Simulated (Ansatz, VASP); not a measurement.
This is a calculation of Ge for Ansatz 0.2.0.

The input input.yaml:

```yaml
crystal:
  lattice:
    - [-2.574489719, 2.574489719, 1.3974126432]
    - [2.574489719, -2.574489719, 1.3974126432]
    - [2.574489719, 2.574489719, -1.3974126432]
  atoms:
    - { symbol: Ge, position: [0.5, 0.5, 0.0] }
    - { symbol: Ge, position: [0.25, 0.75, 0.5] }
kpoints:
  mp_grid: { grid: [11, 11, 11] }
scf:
  occupations: { method: gaussian, width: 0.024 }
hamiltonian:
  xc: pbe
  pseudopotentials: { kind: all_electron, lapw: { basis_error: 0.001 } }
output:
  forces: true
  stress: true
  eigenvalues: true
```

Potentials or basis: all-electron LAPW, scalar-relativistic.

The run is started by

```sh
$ ansatz run input.yaml --threads 1 --pin off --max-ram 3072MiB --backend cpu --events-out ev --progress --plain --runs-dir out
```

Q: Translate it to VASP 6.6.1. Potentials there: VASP PAW PBE potentials, release 64 (Ge_d).

A: As run (the cutoff follows the program's own potentials):

File INCAR:

```
ALGO = Normal ; EDIFF = 1E-6
ENCUT = 520 ; GGA = PE
ISIF = 2 ; ISMEAR = 0
LASPH = T ; LCHARG = T
LELF = T ; LREAL = F
LVHAR = T ; LWAVE = F
NBANDS = 21 ; NELM = 60
PREC = Accurate ; SIGMA = 0.024
```

File KPOINTS:

```
k-points
0
Gamma
  11 11 11
```

Contents of POSCAR:

```
Ge
1.0
   -2.5744897190      2.5744897190      1.3974126432
    2.5744897190     -2.5744897190      1.3974126432
    2.5744897190      2.5744897190     -1.3974126432
Ge
2
Direct
    0.5000000000      0.5000000000      0.0000000000
    0.2500000000      0.7500000000      0.5000000000
```

Potentials or basis: VASP PAW PBE potentials, release 64 (Ge_d).

The run is started by

```sh
$ cat potpaw_PBE.64/Ge_d/POTCAR > POTCAR
$ mpirun -np 1 vasp_std > vasp.out
```

Both were run:

|  | VASP | Ansatz | Ansatz less VASP |
| --- | --- | --- | --- |
| gap on the k mesh at the Fermi level (eV) | none | none | - |
| pressure (GPa) | 3.1 | 3.3 | +0.15 |
| traceless stress, the component that is largest in VASP (GPa) | 0.29 | 0.29 | -0.004 |

A gap of «none» marks a metal or a gap that the smearing closes. Ansatz ran all-electron here, and VASP with PAW potentials.
